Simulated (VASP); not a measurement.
A run of VASP 6.6.1 is set up as follows.

Contents of INCAR:

```
PREC = Accurate ; ENCUT = 520
EDIFF = 1E-7 ; ISMEAR = 0
SIGMA = 0.15 ; LREAL = F
LASPH = T ; NELM = 100
ALGO = Fast ; ISIF = 2
LWAVE = F ; LCHARG = F
GGA = PS ; NBANDS = 11
```

Contents of KPOINTS:

```
regular mesh
0
Gamma
  18 18 18
```

File POSCAR:

```
Hf
1.0
   -1.7508500000      1.7508500000      1.8320750000
    1.7508500000     -1.7508500000      1.8320750000
    1.7508500000      1.7508500000     -1.8320750000
Hf
1
Direct
    0.0000000000      0.0000000000      0.0000000000
```

Potentials or basis: VASP PAW PBE potentials, release 64 (Hf_pv).

Launch:

```console
$ cat potpaw_PBE.64/Hf_pv/POTCAR > POTCAR
$ mpirun -np 1 vasp_std > vasp.out
```

(1) Predict the band gap on the k mesh.

(2) Predict the pressure.

Results:

(1) zero (bands 5 and 6 overlap by 2.16 eV).

(2) -5.5 GPa.

Caveat: the cell differs from its parent crystal (strain -0.030 along x and y, +0.015 along z); the cell stands under tension; the PAW data sets were made with another functional, which shifts forces and pressure a little; spin-orbit coupling is left out, which moves the levels of the heavy elements.
